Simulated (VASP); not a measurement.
# AlN (P6_3mc) in VASP: notebook

Runs on AlN. Level: PBE. Tasks: single point, relaxation of cell and atoms.

Program: VASP 6.6.1. These are calculated values, not measurements. Logs are shortened: lines on timing, memory, paths and dates and some standing lists are left out, and cuts for length are marked.

**What was measured.**

“Self-assembly of well-separated AlN nanowires directly on sputtered metallic TiN films”, 2019, arxiv:1910.07391 quotes, for a bulk crystal of AlN at 10 K: band gap 6.034 eV (an exciton energy, a little under the gap).

The runs below are set against these values where they give the same quantity.

## (1) The cell of the first run

Symmetry: P6_3mc, No. 186, hexagonal system. Conventional cell: a = 3.130 Å, b = 3.130 Å, c = 5.018 Å, α = 90.00°, β = 90.00°, γ = 120.00°. Within 2.5 Å of Al (site symmetry 3m) lie 4 N at 1.90 to 1.91 Å. N (site symmetry 3m) has 4 Al at 1.90 to 1.91 Å within 2.5 Å.

## (2) Single point, PBE

INCAR reads:

```
SYSTEM = AlN
  PREC = Accurate
  ENCUT = 520
  EDIFF = 1E-7
  ISMEAR = 0
  SIGMA = 0.02
  LREAL = .False.
  LASPH = .True.
  NELM = 60
  ALGO = Normal
  ISIF = 2
  LWAVE = .False.
  LCHARG = .False.
  GGA = PE
  NBANDS = 16
```

KPOINTS reads:

```
regular mesh
0
Gamma
  9 9 6
  0 0 0
```

POSCAR reads:

```
AlN
1.0
    3.1302279165      0.0000000000      0.0000000000
   -1.5651139583      2.7108568953      0.0000000000
    0.0000000000      0.0000000000      5.0181059732
Al N
2 2
Direct
    0.3333333333      0.6666666667      0.0002300922
    0.6666666667      0.3333333333      0.5002300922
    0.3333333333      0.6666666667      0.3817699078
    0.6666666667      0.3333333333      0.8817699078
```

Potentials or basis: VASP PAW PBE potentials, release 64 (Al, N).

Launch:

```bash
$ cat potpaw_PBE.64/Al/POTCAR potpaw_PBE.64/N/POTCAR > POTCAR
$ mpirun -np 1 vasp_std > vasp.out
```

OUTCAR:

```text
SYSTEM = AlN
   PREC = Accurate
   ENCUT = 520
   EDIFF = 1E-7
   ISMEAR = 0
   LREAL = .False.
   LASPH = .True.
   NELM = 60
   ISIF = 2
   GGA = PE

 ion  position               nearest neighbor table
   1  0.333  0.667  0.000-   4 1.90   4 1.90   4 1.90   3 1.91   2 3.09   2 3.09   2 3.09   2 3.09
                             2 3.09   2 3.09
   2  0.667  0.333  0.500-   3 1.90   3 1.90   3 1.90   4 1.91   1 3.09   1 3.09   1 3.09   1 3.09
                             1 3.09   1 3.09
   3  0.333  0.667  0.382-   2 1.90   2 1.90   2 1.90   1 1.91
   4  0.667  0.333  0.882-   1 1.90   1 1.90   1 1.90   2 1.91

  LATTYP: Found a hexagonal cell.
 ALAT       =     3.1302279165
 C/A-ratio  =     1.6031120120

  Lattice vectors:

 A1 = (   3.1302279165,   0.0000000000,   0.0000000000)
 A2 = (  -1.5651139583,   2.7108568953,   0.0000000000)
 A3 = (   0.0000000000,   0.0000000000,   5.0181059732)

Analysis of symmetry for initial positions (statically):
=====================================================================
 Subroutine PRICEL returns:
 Original cell was already a primitive cell.

 Routine SETGRP: Setting up the symmetry group for a
 hexagonal supercell.

 Subroutine GETGRP returns: Found 12 space group operations
 (whereof  6 operations were pure point group operations)
 out of a pool of 24 trial point group operations.

The static configuration has the point symmetry C_3v.
 The point group associated with its full space group is C_6v.

Analysis of symmetry for dynamics (positions and initial velocities):
=====================================================================
 Subroutine PRICEL returns:
 Original cell was already a primitive cell.

 Routine SETGRP: Setting up the symmetry group for a
 hexagonal supercell.

 Subroutine GETGRP returns: Found 12 space group operations
 (whereof  6 operations were pure point group operations)
 out of a pool of 24 trial point group operations.

The dynamic configuration has the point symmetry C_3v.
 The point group associated with its full space group is C_6v.

 Subroutine INISYM returns: Found 12 space group operations
 (whereof  6 operations are pure point group operations),
 and found     1 'primitive' translations

----------------------------------------------------------------------------------------

                                     Primitive cell

  volume of cell :      42.5816

  direct lattice vectors                    reciprocal lattice vectors
     3.130227916  0.000000000  0.000000000     0.319465555  0.184443524  0.000000000
    -1.565113958  2.710856895  0.000000000     0.000000000  0.368887049  0.000000000
     0.000000000  0.000000000  5.018105973     0.000000000  0.000000000  0.199278374

  length of vectors
     3.130227916  3.130227917  5.018105973     0.368887049  0.368887049  0.199278374

  position of ions in fractional coordinates (direct lattice)
     0.333333333  0.666666667  0.000230092
     0.666666667  0.333333333  0.500230092
     0.333333333  0.666666667  0.381769908
     0.666666667  0.333333333  0.881769908

  ion indices of the primitive-cell ions
   primitive index   ion index
                 1           1
                 2           2
                 3           3
                 4           4

----------------------------------------------------------------------------------------

 KPOINTS: regular mesh

Automatic generation of k-mesh.
 Grid dimensions read from file:
 generate k-points for:    9    9    6

 Generating k-lattice:

  Cartesian coordinates                     Fractional coordinates (reciprocal lattice)
     0.035496173  0.020493725  0.000000000     0.111111111 -0.000000000  0.000000000
     0.000000000  0.040987450  0.000000000     0.000000000  0.111111111  0.000000000
     0.000000000  0.000000000  0.033213062     0.000000000  0.000000000  0.166666667

  Length of vectors
     0.040987450  0.040987450  0.033213062

  Shift w.r.t. Gamma in fractional coordinates (k-lattice)
     0.000000000  0.000000000  0.000000000

 Subroutine IBZKPT returns following result:
 ===========================================

 Found     48 irreducible k-points:

 Following reciprocal coordinates:
            Coordinates               Weight
  0.000000  0.000000  0.000000      1.000000
  0.111111  0.000000  0.000000      6.000000
  0.222222  0.000000  0.000000      6.000000
  0.333333  0.000000  0.000000      6.000000
  0.444444  0.000000  0.000000      6.000000
  0.111111  0.111111  0.000000      6.000000
[... 16 lines left out ...]
  0.333333  0.222222  0.166667     24.000000
  0.333333  0.333333  0.166667      4.000000
 [... further k-points ...]
   k-points           NKPTS =     48   k-points in BZ     NKDIM =     48   number of bands    NBANDS=     16
   number of dos      NEDOS =    301   number of ions     NIONS =      4
   total plane-waves  NPLWV =  23040
   dimension x,y,z NGX =    24 NGY =   24 NGZ =   40
   dimension x,y,z NGXF=    48 NGYF=   48 NGZF=   80
   ions per type =               2   2
   NGX,Y,Z   is equivalent  to a cutoff of  12.75, 12.75, 13.25 a.u.
   NGXF,Y,Z  is equivalent  to a cutoff of  25.49, 25.49, 26.50 a.u.
 SYSTEM =  AlN
   PREC   = accura    normal or accurate (medium, high low for compatibility)
   ISTART =      0    job   : 0-new  1-cont  2-samecut
   ICHARG =      2    charge: 1-file 2-atom 10-const
   ISPIN  =      1    spin polarized calculation?
   LNONCOLLINEAR =      F non collinear calculations
   LSORBIT =      F    spin-orbit coupling
   LASPH  =      T    aspherical Exc in radial PAW
   ENCUT  =  520.0 eV  38.22 Ry    6.18 a.u.   5.82  5.82  9.33*2*pi/ulx,y,z
   NELM   =     60;   NELMIN=  2; NELMDL= -5     # of ELM steps
   EDIFF  = 0.1E-06   stopping-criterion for ELM
   LREAL  =      F    real-space projection
   EDIFFG = 0.1E-05   stopping-criterion for IOM
   NSW    =      0    number of steps for IOM
   IBRION =     -1    ionic relax: 0-MD 1-quasi-New 2-CG
   NFREE  =      0    steps in history (QN), initial steepest desc. (CG)
   ISIF   =      2    stress and relaxation
   ISYM   =      2    0-nonsym 1-usesym 2-fastsym
   POTIM  = 0.5000    time-step for ionic-motion
   TEBEG  =    0.0;   TEEND  =   0.0 temperature during run
   PSTRESS=    0.0 pullay stress
   NELECT =      16.0000    total number of electrons
   NUPDOWN=      -1.0000    fix difference up-down
   EMIN   =  10.00;   EMAX   =-10.00  energy-range for DOS
   EFERMI =   0.00;   METHOD = LEGACY
   ISMEAR =     0;   SIGMA  =   0.02  broadening in eV -4-tet -1-fermi 0-gaus
   EFERMI_NEDOS =   21; number of points for ismear=-14 and -15
   IALGO  =     38    algorithm
   IMIX   =      4    mixing-type and parameters
     AMIX     =   0.40;   BMIX     =  1.00
     AMIX_MAG =   1.60;   BMIX_MAG =  1.00
  volume/ion in A,a.u.               =      10.65        71.84
  Fermi-wavevector in a.u.,A,eV,Ry     =   1.181338  2.232404 18.987727  1.395559
  Thomas-Fermi vector in A             =   2.317613
   LORBIT       =      0    0 simple, 1 ext, 2 COOP (PROOUT), +10 PAW based schemes
   GGA     = PE    functional components
   LHFCALC =     F    Hartree Fock is set to
   AEXX    =    0.0000 exact exchange contribution
   IVDW    =     0    specifies the selected vdW correction
   LEPSILON=     F    determine dielectric tensor
   LRPA    =     F    only Hartree local field effects (RPA)
 non-spin polarized calculation
 Gauss-broadening in eV      SIGMA  =   0.02
  energy-cutoff  :      520.00
  volume of cell :       42.58
 maximum number of plane-waves:      1170
 NGX is ok and might be reduce to    24
   NGX = 11   NGY = 11   NGZ = 19

 number of electron      15.9999998 magnetization

 Free energy of the ion-electron system (eV)
  ---------------------------------------------------
  ext. energy  EPLUGINS =         0.00000000
  ---------------------------------------------------
  free energy    TOTEN  =       -29.78048584 eV

  energy without entropy =      -29.78048584  energy(sigma->0) =      -29.78048584

 E-fermi :   6.1333     XC(G=0): -10.8269

 val. band max:        5.9641761005   @ k =   0.0000   0.0000   0.0000
 cond. band min:      10.0070873021   @ k =   0.0000   0.0000   0.0000
 fundamental gap:      4.0429112016
 Fermi energy:         6.1333167383

 k-point     1 :       0.0000    0.0000    0.0000
  band No.  band energies     occupation
      1      -9.1032      2.00000
      2      -7.0206      2.00000
      3       0.0587      2.00000
      4       5.1190      2.00000
      5       5.1190      2.00000
      6       5.7615      2.00000
[... 8 lines left out ...]
     15      18.9292      0.00000
     16      18.9292      0.00000

 k-point     2 :       0.1111    0.0000    0.0000
  band No.  band energies     occupation
      1      -8.9500      2.00000
      2      -6.9348      2.00000
      3       0.2427      2.00000
      4       4.4222      2.00000
      5       4.9253      2.00000
      6       5.0811      2.00000
[... 8 lines left out ...]
     15      18.8007      0.00000
     16      18.9657      0.00000

 k-point     3 :       0.2222    0.0000    0.0000
  band No.  band energies     occupation
      1      -8.5156      2.00000
      2      -6.7201      2.00000
      3       0.7766      2.00000
      4       2.9404      2.00000
      5       3.8353      2.00000
      6       4.5256      2.00000
[... 8 lines left out ...]
     15      17.9669      0.00000
     16      18.7758      0.00000

 k-point     4 :       0.3333    0.0000    0.0000
  band No.  band energies     occupation
      1      -7.8914      2.00000
      2      -6.5124      2.00000
      3       1.5086      2.00000
      4       1.6163      2.00000
      5       2.6732      2.00000
      6       4.1529      2.00000
[... 8 lines left out ...]
     15      17.8607      0.00000
     16      20.1799      0.00000
[... 324 lines left out ...]
 k-point    22 :       0.2222    0.2222    0.1667
  band No.  band energies     occupation
      1      -7.4955      2.00000
      2      -6.5247      2.00000
      3       1.4306      2.00000
      4       1.6695      2.00000
      5       2.9220      2.00000
      6       3.3398      2.00000
[... 8 lines left out ...]
     15      18.0219      0.00000
     16      20.7288      0.00000

 k-point    23 :       0.3333    0.2222    0.1667
  band No.  band energies     occupation
      1      -6.9925      2.00000
      2      -6.5145      2.00000
      3       1.0409      2.00000
      4       1.6988      2.00000
      5       2.5109      2.00000
      6       3.5106      2.00000
[... 8 lines left out ...]
     15      18.5945      0.00000
     16      20.5485      0.00000

 k-point    24 :       0.3333    0.3333    0.1667
  band No.  band energies     occupation
      1      -6.6622      2.00000
      2      -6.6622      2.00000
      3       1.3512      2.00000
      4       1.8327      2.00000
      5       1.8327      2.00000
      6       3.3225      2.00000
[... 8 lines left out ...]
     15      18.9135      0.00000
     16      20.7950      0.00000

 [... further k-points ...]
[... 5 lines left out ...]
  --------------------------------------------------------------------------------------
  -------------------------------------------------------------------------------------
  Total       -0.0756910     -0.0756910     -0.0613343      0.0000000     -0.0000000      0.0000000
  in kB       -2.8479502     -2.8479502     -2.3077635      0.0000000     -0.0000000      0.0000000
  external PRESSURE =      -2.6678880 kB  Pullay stress =       0.0000000 kB

 VOLUME and BASIS-vectors are now :
 -----------------------------------------------------------------------------
  energy-cutoff  :      520.00
  volume of cell :       42.58
      direct lattice vectors                 reciprocal lattice vectors
     3.130227916  0.000000000  0.000000000     0.319465555  0.184443524  0.000000000
    -1.565113958  2.710856895  0.000000000     0.000000000  0.368887049  0.000000000
     0.000000000  0.000000000  5.018105973     0.000000000  0.000000000  0.199278374

 POSITION                                       TOTAL-FORCE (eV/Angst)
 -----------------------------------------------------------------------------------
     -0.00000      1.80724      0.00115         0.000000      0.000000      0.000821
      1.56511      0.90362      2.51021        -0.000000     -0.000000      0.000821
     -0.00000      1.80724      1.91576         0.000000      0.000000     -0.000821
      1.56511      0.90362      4.42481        -0.000000      0.000000     -0.000821
 -----------------------------------------------------------------------------------
    total drift:                               -0.000000      0.000000      0.000609

  FREE ENERGIE OF THE ION-ELECTRON SYSTEM (eV)
  ---------------------------------------------------
  free  energy   TOTEN  =       -29.7804858379 eV

  energy  without entropy=      -29.7804858379  energy(sigma->0) =      -29.78048584
```

Run time: 30 s. Hardware: 1 thread of Intel Xeon 6975P-C, shared host; peak memory 0.17 GiB.

What came out:

```yaml
Free_energy: -29.7805 eV
Pressure: -0.3 GPa
Band_gap_on_the_k_mesh: 4.04 eV, direct
```

(Continued in part 2 of 2.)
